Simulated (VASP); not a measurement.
Crystal: FeO (Wuestite).

```
Fe O
1.0
     0.00000    2.15540    2.15540
     2.15540    0.00000    2.15540
     2.15540    2.15540    0.00000
Fe O
1 1
Direct
  0.00000 0.00000 0.00000
  0.50000 0.50000 0.50000
```

```yaml
Program: VASP 6.6.1
Task: relaxation of cell and atoms
Functional: RPBE
Potentials_or_basis: VASP PAW PBE potentials, release 64 (Fe, O)
Cutoff: 600 eV
k_mesh: 11 × 11 × 11
Occupations: fermi-dirac, width 0.05 eV
Spin: collinear spin, ferromagnetic start
Starting_moments: "[3.0, 0.0] μB"
```

At the start: pressure 5.2 GPa; volume 10.01 Å³/atom.

Task: Where does the relaxation end?

Result: Over 3 steps the energy falls by 4.6 meV/atom and the volume is 10.31 Å³/atom (+2.9 %); space group Fm-3m (No. 225, to 0.05 Å); moment 4.00 μB per cell.

The path:
```tsv
step	energy change (eV)	largest force (eV/Å)	pressure (GPa)	volume (Å³)
1	0.0000	0.0000	5.21	20.03
2	-0.0058	0.0000	-2.90	20.99
3	-0.0093	0.0000	0.00	20.61
```

Final structure:
```
Fe O
1.0
     0.00000    2.17625    2.17625
     2.17625    0.00000    2.17625
     2.17625    2.17625    0.00000
Fe O
1 1
Direct
  0.00000 0.00000 0.00000
  0.50000 0.50000 0.50000
```

Caveat: the PAW data sets were made with another functional, which shifts forces and pressure a little; a cell with one magnetic atom can't hold antiferromagnetic order, which such compounds often take.
